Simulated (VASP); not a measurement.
Write the native input for VASP 6.6.1 that does the following.

| Item | Value |
| --- | --- |
| Task | single point |
| Functional | r2SCAN |
| Potentials or basis | VASP PAW PBE potentials, release 64 (Zn, O) |
| Cutoff | 520 eV |
| k mesh | 8 × 8 × 8 |
| Occupations | fermi-dirac, width 0.02 eV |
| Spin | no spin polarisation |
| Dipole correction | no |
| Further INCAR settings | ALGO = Normal; EDIFF = 1e-06; NBANDS = 16 |

The system is ZnO.

```
Zn O
1.0
     2.67237    0.00000    0.00000
     0.00000    2.67237    0.00000
     0.00000    0.00000    2.67237
Zn O
1 1
Direct
  0.00000 0.00000 0.00000
  0.50000 0.50000 0.50000
```

This cell differs from its parent crystal: volume changed by +3%.

The input as run:

POSCAR

```
ZnO
1.0
    2.6723723762      0.0000000000      0.0000000000
    0.0000000000      2.6723723762      0.0000000000
    0.0000000000      0.0000000000      2.6723723762
Zn O
1 1
Direct
    0.0000000000      0.0000000000      0.0000000000
    0.5000000000      0.5000000000      0.5000000000
```

INCAR.step1

```
SYSTEM = ZnO
  ALGO = Normal
  EDIFF = 1E-4
  ENCUT = 520
  GGA = PE
  ISMEAR = -1
  LASPH = .True.
  LCHARG = .False.
  LREAL = .False.
  LWAVE = .True.
  NBANDS = 16
  NELM = 80
  PREC = Accurate
  SIGMA = 0.02
```

INCAR.step2

```
SYSTEM = ZnO
  ALGO = Normal
  EDIFF = 1E-6
  ENCUT = 520
  ISIF = 2
  ISMEAR = -1
  ISTART = 1
  LASPH = .True.
  LCHARG = .False.
  LMIXTAU = .True.
  LREAL = .False.
  LWAVE = .False.
  METAGGA = R2SCAN
  NBANDS = 16
  NELM = 80
  PREC = Accurate
  SIGMA = 0.02
```

KPOINTS

```
k-points
0
Gamma
  8 8 8
  0 0 0
```

Potentials or basis: VASP PAW PBE potentials, release 64 (Zn, O).

Launch:

```console
$ cat potpaw_PBE.64/Zn/POTCAR potpaw_PBE.64/O/POTCAR > POTCAR
$ cp INCAR.step1 INCAR
$ mpirun -np 1 vasp_std > vasp.out
$ cp INCAR.step2 INCAR
$ mpirun -np 1 vasp_std > vasp.out
```

It gave:

- Pressure: -4.3 GPa
- Band gap on the k mesh: zero (band 9 reaches 2.98 eV, above the bottom of band 10 at 2.76 eV)

Caveat: the PAW data sets were made with another functional, which shifts forces and pressure a little.

Run time: 28 s on 1 thread of Intel Xeon 6975P-C (shared host), peak memory 0.14 GiB.
